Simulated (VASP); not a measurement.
A run of VASP 6.6.1 is set up as follows.

The input INCAR:

```
  PREC = Accurate
  ENCUT = 520
  EDIFF = 1E-6
  ISMEAR = -1
  SIGMA = 0.1
  LREAL = False
  LASPH = True
  NELM = 60
  ALGO = Normal
  ISIF = 2
  LWAVE = False
  LCHARG = True
  GGA = CA
  LELF = True
  LVHAR = True
  NBANDS = 10
```

Contents of KPOINTS:

```
regular mesh
0
Gamma
  15 15 15
```

The input POSCAR:

```
Re
1.0
    2.5516649271      0.0000000000      0.0000000000
    0.0000000000      2.5516649271      0.0000000000
    0.0000000000      0.0000000000      2.5516649271
Re
1
Direct
    0.0000000000      0.0000000000      0.0000000000
```

Potentials or basis: VASP PAW LDA potentials, release 64 (Re).

Command:

```sh
$ cat potpaw_LDA.64/Re/POTCAR > POTCAR
$ mpirun -np 1 vasp_std > vasp.out
```

(1) Predict the band gap on the k mesh.

(2) Estimate the pressure.

## Answers

(1) zero (an odd number of electrons rules out a gap without spin polarisation).

(2) -4.8 GPa.

Caveat: the cell stands under tension; spin-orbit coupling is left out, which moves the levels of the heavy elements.
